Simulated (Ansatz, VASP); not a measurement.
**W3C in VASP and in Ansatz**

```
W C
1.0
     2.85459    0.00000    0.00000
    -1.42730    2.47215    0.00000
     0.00000    0.00000   21.69711
W C
3 1
Cartesian
  1.4273 0.8241 4.0000
  0.0000 1.6481 6.3486
  0.0000 0.0000 8.6971
  0.0000 0.0000 12.8271
```

Alike in both runs: task single point; functional PBE; k mesh 9 × 9 × 1; occupations gaussian, width 0.1 eV; no spin polarisation.

|  | VASP | Ansatz |
| --- | --- | --- |
| version | VASP 6.6.1 | Ansatz 0.2.0 |
| potentials or method | VASP PAW PBE potentials, release 64 (W_sv, C), cutoff 520 eV | scalar-relativistic, plane waves, PAW |
| valence electrons in the cell | 46 | 46 |

```csv
,VASP,Ansatz,Ansatz less VASP
gap on the k mesh at the Fermi level (eV),none,none,-
rms of the force components (eV/Å),0.098,0.092,-0.0063
"work function, face that differs most (eV)",6.01,6.01,+0.002
```

Atom by atom the forces differ by 0.009 eV/Å (rms over components). A gap of «none» marks a metal or a gap that the smearing closes. The functional is the same, so the differences come from potentials, cutoffs and numerics. Ansatz's warnings: vacuum density over bound.

Spin-orbit coupling is off throughout.
